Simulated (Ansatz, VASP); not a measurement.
# CdSe: VASP beside Ansatz

```
CELL_PARAMETERS angstrom
4.30204 0.00000 0.00000
-2.15102 3.72567 0.00000
0.00000 0.00000 7.02159
ATOMIC_POSITIONS crystal
Cd 0.66667 0.33333 0.50010
Cd 0.33333 0.66667 0.00010
Se 0.66667 0.33333 0.87576
Se 0.33333 0.66667 0.37576
```

Alike in both runs: functional PBEsol; k mesh 9 × 9 × 6; occupations gaussian, width 0.02 eV; no spin polarisation.

Ansatz relaxed the structure, and its values are those at the end. VASP's run is a single point on that final structure, the one shown.

|  | VASP | Ansatz |
| --- | --- | --- |
| version | VASP 6.6.1 | Ansatz 0.2.0 |
| potentials or method | VASP PAW PBE potentials, release 64 (Cd, Se), cutoff 520 eV | scalar-relativistic, plane waves, PAW |
| valence electrons in the cell | 36 | 72 |

|  | VASP | Ansatz | Ansatz less VASP |
| --- | --- | --- | --- |
| gap on the k mesh at the Fermi level (eV) | 0.54 | 0.54 | -0.002 |
| least direct gap on the mesh (eV) | 0.54 | 0.54 | -0.002 |
| pressure (GPa) | 0.3 | 0.0 | -0.33 |

VASP's potentials were made for PBE, not for PBEsol, and Ansatz warns of the same on its side. VASP's potentials hold 36 valence electrons a cell and Ansatz's 72, so a difference there can come from the potentials and not from the codes.
